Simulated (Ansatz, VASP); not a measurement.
**Na in VASP and in Ansatz**

```
Na
1.0
    -2.06456    2.06456    2.17044
     2.06456   -2.06456    2.17044
     2.06456    2.06456   -2.17044
Na
1
Direct
  0.00000 0.00000 0.00000
```

Change from the starting cell: strain -0.025 along x and y, +0.025 along z, atoms carried along.

Alike in both runs: task single point; functional PBE; k mesh 16 × 16 × 16; occupations gaussian, width 0.15 eV; no spin polarisation.

|  | VASP | Ansatz |
| --- | --- | --- |
| version | VASP 6.6.1 | Ansatz 0.2.0 |
| potentials or method | VASP PAW PBE potentials, release 64 (Na_pv), cutoff 520 eV | scalar-relativistic, plane waves, PAW |
| valence electrons in the cell | 7 | 9 |

|  | VASP | Ansatz | Ansatz less VASP |
| --- | --- | --- | --- |
| gap on the k mesh at the Fermi level (eV) | none | none | - |
| pressure (GPa) | 0.0 | 0.0 | +0.03 |

A gap of «none» marks a metal or a gap that the smearing closes. VASP's potentials hold 7 valence electrons a cell and Ansatz's 9, so a difference there can come from the potentials and not from the codes.
